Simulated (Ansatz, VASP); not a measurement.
**LiCl: VASP beside Ansatz**

```xyz
2
Lattice="0.0000 2.5648 2.7186 2.5648 0.0000 2.7186 2.5648 2.5648 0.0000" Properties=species:S:1:pos:R:3 pbc="T T T"
Li    0.0000    0.0000    0.0000
Cl    2.5648    2.5648    2.7186
```

Change from the starting cell: strain +0.0600 x Voigt [0, 0, 1, 0, 0, 0], atoms carried along.

Alike in both runs: task single point; functional PBE; k mesh 8 × 8 × 8; occupations gaussian, width 0.05 eV; no spin polarisation.

```csv
,VASP,Ansatz
version,VASP 6.6.1,Ansatz 0.2.0
potentials or method,"VASP PAW PBE potentials, release 64 (Li_sv, Cl), cutoff 520 eV","scalar-relativistic, plane waves, PAW"
valence electrons in the cell,10,10
```

VASP gave:

- gap on the k mesh at the Fermi level (eV): 5.95
- least direct gap on the mesh (eV): 5.95

Which values does Ansatz return?

gap on the k mesh at the Fermi level (eV): 5.93; least direct gap on the mesh (eV): 5.93.

Noted on VASP's run: the cutoff is short for stress, so the pressure is rough.
